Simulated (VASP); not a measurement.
# BP (F-43m) in VASP: a series of runs

BP is run at these levels: PBE; tasks: single point.

Everything below comes from runs of VASP 6.6.1. Logs are shortened: lines on timing, memory, paths and dates and some standing lists are left out, and cuts for length are marked.

## Step 1: The cell of the first run

It takes space group F-43m (No. 216, cubic). Conventional cell: a = 4.359 Å, b = 4.359 Å, c = 4.359 Å, α = 90.00°, β = 90.00°, γ = 90.00°. B (site symmetry -43m) has 4 P at 1.89 Å within 2.5 Å. Within 2.5 Å of P (site symmetry -43m) lie 4 B at 1.89 Å.

## Step 2: Single point, PBE (volume scaled by 0.88)

Contents of INCAR:

```
ALGO = Normal
EDIFF = 1E-7
ENCUT = 520
GGA = PE
ISIF = 2
ISMEAR = 0
LASPH = True
LCHARG = False
LREAL = False
LWAVE = False
NBANDS = 11
NELM = 80
PREC = Accurate
SIGMA = 0.02
```

Contents of KPOINTS:

```
k-points
0
Gamma
  10 10 10
```

Contents of POSCAR:

```
BP
1.0
    0.0000000000      2.1792983272      2.1792983272
    2.1792983272      0.0000000000      2.1792983272
    2.1792983272      2.1792983272      0.0000000000
B P
1 1
Direct
    0.5000000000      0.5000000000      0.5000000000
    0.7500000000      0.7500000000      0.7500000000
```

Potentials or basis: VASP PAW PBE potentials, release 64 (B, P).

The run is started by

```console
$ cat potpaw_PBE.64/B/POTCAR potpaw_PBE.64/P/POTCAR > POTCAR
$ mpirun -np 1 vasp_std > vasp.out
```

OUTCAR:

```text
EDIFF = 1E-7
   ENCUT = 520
   GGA = PE
   ISIF = 2
   ISMEAR = 0
   LASPH = True
   LREAL = False
   NELM = 80
   PREC = Accurate

 ion  position               nearest neighbor table
   1  0.500  0.500  0.500-   2 1.89   2 1.89   2 1.89   2 1.89
   2  0.750  0.750  0.750-   1 1.89   1 1.89   1 1.89   1 1.89

  LATTYP: Found a face centered cubic cell.
 ALAT       =     4.3585966544

  Lattice vectors:

 A1 = (   0.0000000000,   2.1792983272,   2.1792983272)
 A2 = (   2.1792983272,   0.0000000000,   2.1792983272)
 A3 = (   2.1792983272,   2.1792983272,   0.0000000000)

Analysis of symmetry for initial positions (statically):
=====================================================================
 Subroutine PRICEL returns:
 Original cell was already a primitive cell.

 Routine SETGRP: Setting up the symmetry group for a
 face centered cubic supercell.

 Subroutine GETGRP returns: Found 24 space group operations
 (whereof 24 operations were pure point group operations)
 out of a pool of 48 trial point group operations.

The static configuration has the point symmetry T_d .

Analysis of symmetry for dynamics (positions and initial velocities):
=====================================================================
 Subroutine PRICEL returns:
 Original cell was already a primitive cell.

 Routine SETGRP: Setting up the symmetry group for a
 face centered cubic supercell.

 Subroutine GETGRP returns: Found 24 space group operations
 (whereof 24 operations were pure point group operations)
 out of a pool of 48 trial point group operations.

The dynamic configuration has the point symmetry T_d .

 Subroutine INISYM returns: Found 24 space group operations
 (whereof 24 operations are pure point group operations),
 and found     1 'primitive' translations

----------------------------------------------------------------------------------------

                                     Primitive cell

  volume of cell :      20.7005

  direct lattice vectors                    reciprocal lattice vectors
     0.000000000  2.179298327  2.179298327    -0.229431645  0.229431645  0.229431645
     2.179298327  0.000000000  2.179298327     0.229431645 -0.229431645  0.229431645
     2.179298327  2.179298327  0.000000000     0.229431645  0.229431645 -0.229431645

  length of vectors
     3.081993251  3.081993251  3.081993251     0.397387266  0.397387266  0.397387266

  position of ions in fractional coordinates (direct lattice)
     0.500000000  0.500000000  0.500000000
     0.750000000  0.750000000  0.750000000

  ion indices of the primitive-cell ions
   primitive index   ion index
                 1           1
                 2           2

----------------------------------------------------------------------------------------

 KPOINTS: k-points

Automatic generation of k-mesh.
 Grid dimensions read from file:
 generate k-points for:   10   10   10

 Generating k-lattice:

  Cartesian coordinates                     Fractional coordinates (reciprocal lattice)
    -0.022943164  0.022943164  0.022943164     0.100000000  0.000000000  0.000000000
     0.022943164 -0.022943164  0.022943164     0.000000000  0.100000000  0.000000000
     0.022943164  0.022943164 -0.022943164     0.000000000  0.000000000  0.100000000

  Length of vectors
     0.039738727  0.039738727  0.039738727

  Shift w.r.t. Gamma in fractional coordinates (k-lattice)
     0.000000000  0.000000000  0.000000000

 Subroutine IBZKPT returns following result:
 ===========================================

 Found     47 irreducible k-points:

 Following reciprocal coordinates:
            Coordinates               Weight
  0.000000  0.000000  0.000000      1.000000
  0.100000  0.000000  0.000000      8.000000
  0.200000  0.000000  0.000000      8.000000
  0.300000  0.000000  0.000000      8.000000
  0.400000  0.000000  0.000000      8.000000
  0.500000  0.000000  0.000000      4.000000
[... 16 lines left out ...]
  0.300000  0.300000  0.000000      6.000000
  0.400000  0.300000  0.000000     24.000000
 [... further k-points ...]
   k-points           NKPTS =     47   k-points in BZ     NKDIM =     47   number of bands    NBANDS=     11
   number of dos      NEDOS =    301   number of ions     NIONS =      2
   total plane-waves  NPLWV =  13824
   dimension x,y,z NGX =    24 NGY =   24 NGZ =   24
   dimension x,y,z NGXF=    48 NGYF=   48 NGZF=   48
   ions per type =               1   1
   NGX,Y,Z   is equivalent  to a cutoff of  12.95, 12.95, 12.95 a.u.
   NGXF,Y,Z  is equivalent  to a cutoff of  25.89, 25.89, 25.89 a.u.
 SYSTEM =  unknown system
   PREC   = accura    normal or accurate (medium, high low for compatibility)
   ISTART =      0    job   : 0-new  1-cont  2-samecut
   ICHARG =      2    charge: 1-file 2-atom 10-const
   ISPIN  =      1    spin polarized calculation?
   LNONCOLLINEAR =      F non collinear calculations
   LSORBIT =      F    spin-orbit coupling
   LASPH  =      T    aspherical Exc in radial PAW
   ENCUT  =  520.0 eV  38.22 Ry    6.18 a.u.   5.73  5.73  5.73*2*pi/ulx,y,z
   NELM   =     80;   NELMIN=  2; NELMDL= -5     # of ELM steps
   EDIFF  = 0.1E-06   stopping-criterion for ELM
   LREAL  =      F    real-space projection
   EDIFFG = 0.1E-05   stopping-criterion for IOM
   NSW    =      0    number of steps for IOM
   IBRION =     -1    ionic relax: 0-MD 1-quasi-New 2-CG
   NFREE  =      0    steps in history (QN), initial steepest desc. (CG)
   ISIF   =      2    stress and relaxation
   ISYM   =      2    0-nonsym 1-usesym 2-fastsym
   POTIM  = 0.5000    time-step for ionic-motion
   TEBEG  =    0.0;   TEEND  =   0.0 temperature during run
   PSTRESS=    0.0 pullay stress
   NELECT =       8.0000    total number of electrons
   NUPDOWN=      -1.0000    fix difference up-down
   EMIN   =  10.00;   EMAX   =-10.00  energy-range for DOS
   EFERMI =   0.00;   METHOD = LEGACY
   ISMEAR =     0;   SIGMA  =   0.02  broadening in eV -4-tet -1-fermi 0-gaus
   EFERMI_NEDOS =   21; number of points for ismear=-14 and -15
   IALGO  =     38    algorithm
   IMIX   =      4    mixing-type and parameters
     AMIX     =   0.40;   BMIX     =  1.00
     AMIX_MAG =   1.60;   BMIX_MAG =  1.00
  volume/ion in A,a.u.               =      10.35        69.85
  Fermi-wavevector in a.u.,A,eV,Ry     =   1.192463  2.253428 19.347040  1.421967
  Thomas-Fermi vector in A             =   2.328500
   LORBIT       =      0    0 simple, 1 ext, 2 COOP (PROOUT), +10 PAW based schemes
   GGA     = PE    functional components
   LHFCALC =     F    Hartree Fock is set to
   AEXX    =    0.0000 exact exchange contribution
   IVDW    =     0    specifies the selected vdW correction
   LEPSILON=     F    determine dielectric tensor
   LRPA    =     F    only Hartree local field effects (RPA)
 non-spin polarized calculation
 Gauss-broadening in eV      SIGMA  =   0.02
  energy-cutoff  :      520.00
  volume of cell :       20.70
 maximum number of plane-waves:       568
   NGX = 11   NGY = 11   NGZ = 11

 number of electron       7.9999999 magnetization

 Free energy of the ion-electron system (eV)
  ---------------------------------------------------
  ext. energy  EPLUGINS =         0.00000000
  ---------------------------------------------------
  free energy    TOTEN  =       -12.72481042 eV

  energy without entropy =      -12.72481042  energy(sigma->0) =      -12.72481042

 E-fermi :   9.0213     XC(G=0): -11.4351

 val. band max:        8.9221579763   @ k =   0.0000   0.0000   0.0000
 cond. band min:       9.9905816018   @ k =   0.4000   0.4000   0.0000
 fundamental gap:      1.0684236255
 Fermi energy:         9.0212560785

 k-point     1 :       0.0000    0.0000    0.0000
  band No.  band energies     occupation
      1      -7.6562      2.00000
      2       8.9222      2.00000
      3       8.9222      2.00000
      4       8.9222      2.00000
      5      12.5353      0.00000
      6      12.5353      0.00000
      7      12.5353      0.00000
      8      18.2000      0.00000
      9      21.3299      0.00000
     10      21.4180      0.00000
     11      21.4180      0.00000

 k-point     2 :       0.1000    0.0000    0.0000
  band No.  band energies     occupation
      1      -7.4576      2.00000
      2       7.5295      2.00000
      3       8.5978      2.00000
      4       8.5978      2.00000
      5      12.9865      0.00000
      6      12.9865      0.00000
      7      13.0846      0.00000
      8      18.5789      0.00000
      9      20.6510      0.00000
     10      20.6510      0.00000
     11      21.9731      0.00000

 k-point     3 :       0.2000    0.0000    0.0000
  band No.  band energies     occupation
      1      -6.8677      2.00000
      2       5.0035      2.00000
      3       7.9904      2.00000
      4       7.9904      2.00000
      5      13.4857      0.00000
      6      13.7471      0.00000
      7      13.7471      0.00000
      8      19.3355      0.00000
      9      20.0030      0.00000
     10      20.0030      0.00000
     11      22.8994      0.00000

 k-point     4 :       0.3000    0.0000    0.0000
  band No.  band energies     occupation
      1      -5.9122      2.00000
      2       2.4307      2.00000
      3       7.4655      2.00000
      4       7.4655      2.00000
      5      13.5265      0.00000
      6      14.0010      0.00000
      7      14.0010      0.00000
      8      19.6951      0.00000
      9      20.7251      0.00000
     10      20.7251      0.00000
     11      23.3912      0.00000

 k-point     5 :       0.4000    0.0000    0.0000
  band No.  band energies     occupation
      1      -4.6913      2.00000
      2       0.1809      2.00000
      3       7.1360      2.00000
      4       7.1360      2.00000
      5      13.4782      0.00000
      6      13.8275      0.00000
      7      13.8275      0.00000
      8      19.5699      0.00000
      9      22.6690      0.00000
     10      22.6690      0.00000
     11      24.3862      0.00000
[... 211 lines left out ...]
 k-point    21 :      -0.3000    0.2000    0.0000
  band No.  band energies     occupation
      1      -4.4559      2.00000
      2       1.4013      2.00000
      3       3.8149      2.00000
      4       6.8269      2.00000
      5      12.9412      0.00000
      6      15.4157      0.00000
      7      16.5012      0.00000
      8      19.2155      0.00000
      9      19.5741      0.00000
     10      22.5026      0.00000
     11      27.0769      0.00000

 k-point    22 :      -0.2000    0.2000    0.0000
  band No.  band energies     occupation
      1      -5.5896      2.00000
      2       3.3782      2.00000
      3       4.2744      2.00000
      4       7.5859      2.00000
      5      13.6802      0.00000
      6      14.5785      0.00000
      7      15.8644      0.00000
      8      18.1361      0.00000
      9      18.5318      0.00000
     10      23.4972      0.00000
     11      26.4201      0.00000

 k-point    23 :       0.3000    0.3000    0.0000
  band No.  band energies     occupation
      1      -5.3165      2.00000
      2       3.9761      2.00000
      3       5.3465      2.00000
      4       5.3465      2.00000
      5      10.3596      0.00000
      6      12.7498      0.00000
      7      18.5849      0.00000
      8      18.5849      0.00000
      9      23.6422      0.00000
     10      23.8823      0.00000
     11      27.1593      0.00000

 k-point    24 :       0.4000    0.3000    0.0000
  band No.  band energies     occupation
      1      -4.3909      2.00000
      2       2.5009      2.00000
      3       4.4163      2.00000
      4       5.0253      2.00000
      5      10.6365      0.00000
      6      12.5009      0.00000
      7      19.2011      0.00000
      8      19.3324      0.00000
      9      24.3966      0.00000
     10      24.9153      0.00000
     11      27.8489      0.00000

 [... further k-points ...]
[... 5 lines left out ...]
  --------------------------------------------------------------------------------------
  -------------------------------------------------------------------------------------
  Total        3.3575360      3.3575360      3.3575360     -0.0000000      0.0000000      0.0000000
  in kB      259.8670454    259.8670454    259.8670454     -0.0000000      0.0000000      0.0000000
  external PRESSURE =     259.8670454 kB  Pullay stress =       0.0000000 kB

 VOLUME and BASIS-vectors are now :
 -----------------------------------------------------------------------------
  energy-cutoff  :      520.00
  volume of cell :       20.70
      direct lattice vectors                 reciprocal lattice vectors
     0.000000000  2.179298327  2.179298327    -0.229431645  0.229431645  0.229431645
     2.179298327  0.000000000  2.179298327     0.229431645 -0.229431645  0.229431645
     2.179298327  2.179298327  0.000000000     0.229431645  0.229431645 -0.229431645

 POSITION                                       TOTAL-FORCE (eV/Angst)
 -----------------------------------------------------------------------------------
      2.17930      2.17930      2.17930        -0.000000      0.000000     -0.000000
      3.26895      3.26895      3.26895         0.000000     -0.000000      0.000000
 -----------------------------------------------------------------------------------
    total drift:                                0.000000      0.000000      0.000000

  FREE ENERGIE OF THE ION-ELECTRON SYSTEM (eV)
  ---------------------------------------------------
  free  energy   TOTEN  =       -12.7248104165 eV

  energy  without entropy=      -12.7248104165  energy(sigma->0) =      -12.72481042
```

Wall time 11 s (1 thread of Intel Xeon 8259CL, shared host); peak memory 0.13 GiB.

What came out:

```yaml
Free_energy: -12.7248 eV
Pressure: 26.0 GPa
Band_gap_on_the_k_mesh: 1.07 eV, indirect (least direct gap 3.61 eV)
```

Levels at points of the mesh, in eV from the valence-band top:
| k point | band 1 | band 2 | band 3 | band 4 | band 5 | band 6 | band 7 | band 8 | band 9 |
| --- | --- | --- | --- | --- | --- | --- | --- | --- | --- |
| (0.00, 0.00, 0.00) | -16.58 | 0.00 | 0.00 | 0.00 | 3.61 | 3.61 | 3.61 | 9.28 | 12.41 |
| (0.50, 0.00, 0.00) | -12.77 | -9.94 | -1.90 | -1.90 | 4.53 | 4.79 | 4.79 | 10.54 | 15.44 |
| (0.50, 0.50, 0.00) | -11.07 | -9.22 | -4.56 | -4.56 | 1.08 | 1.55 | 13.29 | 13.29 | 16.78 |

 A k mesh can miss the band edges.

(Part 1 of 2 ends here.)
